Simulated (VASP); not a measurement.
A run of VASP 6.6.1 is set up as follows.

Contents of POSCAR:

```
TiAl
1.0
    3.0388118014      0.0000000000      0.0000000000
    0.0000000000      3.0388118014      0.0000000000
    0.0000000000      0.0000000000      3.0388118014
Ti Al
1 1
Direct
    0.0000000000      0.0000000000      0.0000000000
    0.5000000000      0.5000000000      0.5000000000
```

Contents of INCAR.step1:

```
SYSTEM = TiAl
PREC = Accurate
ENCUT = 520
ISMEAR = -1
SIGMA = 0.05
LREAL = .False.
LASPH = .True.
NELM = 80
NBANDS = 14
GGA = PE
ALGO = Normal
EDIFF = 1E-4
LWAVE = .True.
LCHARG = .False.
```

File INCAR.step2:

```
SYSTEM = TiAl
PREC = Accurate
ENCUT = 520
EDIFF = 1E-7
ISMEAR = -1
SIGMA = 0.05
LREAL = .False.
LASPH = .True.
NELM = 80
ALGO = Normal
ISIF = 2
LWAVE = .False.
LCHARG = .False.
METAGGA = R2SCAN
LMIXTAU = .True.
NBANDS = 14
ISTART = 1
```

The input KPOINTS:

```
regular mesh
0
Gamma
  8 8 8
  0 0 0
```

Potentials or basis: VASP PAW PBE potentials, release 64 (Ti_sv, Al).

Run with:

```bash
$ cat potpaw_PBE.64/Ti_sv/POTCAR potpaw_PBE.64/Al/POTCAR > POTCAR
$ cp INCAR.step1 INCAR
$ mpirun -np 1 vasp_std > vasp.out
$ cp INCAR.step2 INCAR
$ mpirun -np 1 vasp_std > vasp.out
```

**Question.** Predict the pressure.

**Answer.** 20.2 GPa.

**Question.** Estimate the band gap on the k mesh.

**Answer.** Zero (an odd number of electrons rules out a gap without spin polarisation).

Caveat: the cell stands under pressure; the PAW data sets were made with another functional, which shifts forces and pressure a little.
